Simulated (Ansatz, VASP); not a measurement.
**Two plane-wave programs on C**

Contents of INCAR:

```
SYSTEM = C
ALGO = Normal
EDIFF = 1E-6
ENCUT = 520
GGA = PE
ISIF = 2
ISMEAR = 0
LASPH = .TRUE.
LCHARG = .FALSE.
LREAL = .FALSE.
LWAVE = .FALSE.
NBANDS = 31
NELM = 60
PREC = Accurate
SIGMA = 0.05
```

KPOINTS

```
k-points
0
G
  12 12 12
  0 0 0
```

Contents of POSCAR:

```
C
1.0
    1.2472000000      0.7200712557     10.6434666667
   -1.2472000000      0.7200712557     10.6434666667
    0.0000000000     -1.4401425115     10.6434666667
C
10
Direct
    0.0248257000      0.0248257000      0.0248257000
    0.9751743000      0.9751743000      0.9751743000
    0.1086810650      0.1086810650      0.1086810650
    0.8913189350      0.8913189350      0.8913189350
    0.1583663742      0.1583663742      0.1583663742
    0.8416336258      0.8416336258      0.8416336258
    0.3748589682      0.3748589682      0.3748589682
    0.6251410318      0.6251410318      0.6251410318
    0.4253192967      0.4253192967      0.4253192967
    0.5746807033      0.5746807033      0.5746807033
```

Input for Ansatz:

```yaml
crystal:
  lattice:
    - [1.2472, 0.7200712557, 10.6434666667]
    - [-1.2472, 0.7200712557, 10.6434666667]
    - [0.0, -1.4401425115, 10.6434666667]
  atoms:
    - { symbol: C, position: [0.0248257, 0.0248257, 0.0248257] }
    - { symbol: C, position: [0.9751743, 0.9751743, 0.9751743] }
    - { symbol: C, position: [0.108681065, 0.108681065, 0.108681065] }
    - { symbol: C, position: [0.891318935, 0.891318935, 0.891318935] }
    - { symbol: C, position: [0.1583663742, 0.1583663742, 0.1583663742] }
    - { symbol: C, position: [0.8416336258, 0.8416336258, 0.8416336258] }
    - { symbol: C, position: [0.3748589682, 0.3748589682, 0.3748589682] }
    - { symbol: C, position: [0.6251410318, 0.6251410318, 0.6251410318] }
    - { symbol: C, position: [0.4253192967, 0.4253192967, 0.4253192967] }
    - { symbol: C, position: [0.5746807033, 0.5746807033, 0.5746807033] }
basis:
  ecutwfc: 520.0
kpoints:
  mp_grid: { grid: [12, 12, 12] }
hamiltonian:
  xc: pbe
  pseudopotentials: { kind: paw, azcp: { folder: soft_1 } }
scf:
  occupations: { method: gaussian, width: 0.05 }
output:
  forces: true
  stress: true
  eigenvalues: true
```

Alike in both runs: task single point; functional PBE; k mesh 12 × 12 × 12; occupations gaussian, width 0.05 eV; no spin polarisation.

```csv
,VASP,Ansatz
version,VASP 6.6.1,Ansatz 0.2.0
potentials or method,"VASP PAW PBE potentials, release 64 (C), cutoff 520 eV","scalar-relativistic, plane waves, PAW"
valence electrons in the cell,40,40
```

```tsv
	VASP	Ansatz	Ansatz less VASP
gap on the k mesh at the Fermi level (eV)	4.57	4.58	+0.004
least direct gap on the mesh (eV)	4.57	4.58	+0.004
pressure (GPa)	-1.4	-2.0	-0.61
traceless stress, the component that is largest in VASP (GPa)	-27.66	-27.48	+0.180
rms of the force components (eV/Å)	0.015	0.016	+0.0010
```

Atom by atom the forces differ by 0.007 eV/Å (rms over components).
